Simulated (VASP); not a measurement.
Write the native input for VASP 6.6.1 that does the following.

| Quantity | Value |
| --- | --- |
| Task | single point |
| Functional | PBE |
| Dispersion | D3(BJ) |
| Potentials or basis | VASP PAW PBE potentials, release 64 (Al, H) |
| Cutoff | 520 eV |
| k mesh | 6 × 6 × 1 |
| Occupations | gaussian, width 0.1 eV |
| Spin | no spin polarisation |
| Dipole correction | yes |
| Further INCAR settings | ALGO = Normal; EDIFF = 1e-06; NBANDS = 30 |

The structure of Al12H lies in POSCAR:

```
Al12H
1.0
    5.6314608543      0.0000000000      0.0000000000
   -2.8157304272      4.8769881603      0.0000000000
    0.0000000000      0.0000000000     21.6684292099
Al H
12 1
Direct
    0.3333333333      0.1666666667      0.1846003677
    0.3333333333      0.6666666667      0.1846003677
    0.8333333333      0.1666666667      0.1846003677
    0.8333333333      0.6666666667      0.1846003677
    0.1666666667      0.3333333333      0.2900502825
    0.1666666667      0.8333333333      0.2900502825
    0.6666666667      0.3333333333      0.2900502825
    0.6666666667      0.8333333333      0.2900502825
    0.0000000000      0.0000000000      0.3954337957
    0.0000000000      0.5000000000      0.3954337957
    0.5000000000      0.0000000000      0.3954337957
    0.5000000000      0.5000000000      0.3954337957
    0.1666666667      0.0833333333      0.4969639980
```

The input as run:

INCAR

```
PREC = Accurate
ENCUT = 520
EDIFF = 1E-6
ISMEAR = 0
SIGMA = 0.1
LREAL = F
LASPH = T
NELM = 60
ALGO = Normal
ISIF = 2
LWAVE = F
LCHARG = F
LDIPOL = T
IDIPOL = 3
DIPOL = 0.5 0.5 0.306
GGA = PE
IVDW = 12
NBANDS = 30
```

KPOINTS

```
Automatic mesh
0
Gamma
  6 6 1
```

Potentials or basis: VASP PAW PBE potentials, release 64 (Al, H).

Command:

```sh
$ cat potpaw_PBE.64/Al/POTCAR potpaw_PBE.64/H/POTCAR > POTCAR
$ mpirun -np 1 vasp_std > vasp.out
```

Results of the run:

```json
{"Largest force": "1.713 eV/Å", "Band gap on the k mesh": "zero (an odd number of electrons rules out a gap without spin polarisation)", "Dispersion energy per atom": "-0.226 eV"}
```

Run time: 3.4 min on 1 thread of AMD EPYC 9R45 96-Core Processor (Zen 5), on a shared host, peak memory 0.65 GiB.
